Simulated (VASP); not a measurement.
Set up this calculation in VASP 6.6.1, as the native input.

| Item | Value |
| --- | --- |
| Task | relaxation of cell and atoms |
| Functional | PBE |
| Potentials or basis | VASP PAW PBE potentials, release 64 (W_sv, S) |
| Cutoff | 600 eV |
| k mesh | 12 × 12 × 12 |
| Occupations | gaussian, width 0.1 eV |
| Spin | collinear spin |
| Starting moments | [0.26, 0.18, 0.18, 0.18] μB |
| Dipole correction | no |
| Further INCAR settings | ALGO = Fast; EDIFF = 1e-07; IBRION = 2; EDIFFG = -0.01; NSW = 100; ISIF = 3 |

The structure of WS3 lies in POSCAR:

```
WS3
1.0
    3.9348172672      0.0000000000      0.0000000000
    0.0000000000      3.9348172672      0.0000000000
    0.0000000000      0.0000000000      3.9348172672
W S
1 3
Direct
    0.0000000000      0.0000000000      0.0000000000
    0.0000000000      0.5000000000      0.5000000000
    0.5000000000      0.0000000000      0.5000000000
    0.5000000000      0.5000000000      0.0000000000
```

These files were run (other wordings do the same):

INCAR

```
ALGO = Fast
EDIFF = 1E-7
EDIFFG = -0.01
ENCUT = 600
GGA = PE
IBRION = 2
ISIF = 3
ISMEAR = 0
ISPIN = 2
LASPH = True
LCHARG = False
LMAXMIX = 4
LORBIT = 11
LREAL = False
LWAVE = False
MAGMOM = 0.26 0.18 0.18 0.18
NELM = 150
NSW = 100
PREC = Accurate
SIGMA = 0.1
```

KPOINTS

```
k-points
0
Gamma
  12 12 12
```

Potentials or basis: VASP PAW PBE potentials, release 64 (W_sv, S).

Command:

```console
$ cat potpaw_PBE.64/W_sv/POTCAR potpaw_PBE.64/S/POTCAR > POTCAR
$ mpirun -np 1 vasp_std > vasp.out
```

It gave:

- Relaxed volume: 15.19 Å³/atom
- Relaxed cell: a = 3.932 Å, b = 3.932 Å, c = 3.932 Å, α = 90.00°, β = 90.00°, γ = 90.00°
- Space group after relaxing (to 0.1 Å): Pm-3m (No. 221)
- Energy gained by relaxing: 0.0 meV/atom
- Ionic steps: 3
- Pressure after relaxing: 0.0 GPa
- Band gap on the k mesh: zero (filled and empty bands overlap)
- Net moment: 0.00 μB per cell
- Valence electrons inside the program's atomic spheres: W 11.68; S 3.56

Caveat: spin-orbit coupling is left out, which moves the levels of the heavy elements.

Wall time 27 min on 1 thread of Oxide Virtual Turin-like Processor (shared host), peak memory 0.31 GiB.
